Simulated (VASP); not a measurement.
Runs of VASP 6.6.1 on C. The structure is that of space group Fmmm (No. 69), or close to it. The cells are those of the table. 

```csv
cell,pressure (GPa),largest force (eV/Å)
"a = 3.886, b = 3.493, c = 2.406 Å, angles 80.1, 62.3, 37.6°, 2 atoms",(a),0.03
"a = 3.967, b = 3.566, c = 2.456 Å, angles 80.1, 62.3, 37.6°, 2 atoms",-3.5,0.02
"a = 3.926, b = 3.530, c = 2.431 Å, angles 80.1, 62.3, 37.6°, 2 atoms",5.5,0.02
"a = 4.044, b = 3.636, c = 2.504 Å, angles 80.1, 62.3, 37.6°, 2 atoms",(b),0.02
"a = 4.006, b = 3.601, c = 2.480 Å, angles 80.1, 62.3, 37.6°, 2 atoms",-11.3,0.02
```

Alike in all rows: task single point; level LDA; potentials or basis VASP PAW LDA potentials, release 64 (C); no spin polarisation; k mesh 14 × 14 × 14; cutoff (eV) 600; smearing fermi-dirac 0.1 eV.

Fill in the values left out.

(a) 15.7; (b) -18.1.

Caveats: the cell stands under tension (at least some runs); the cell stands under pressure (at least some runs).
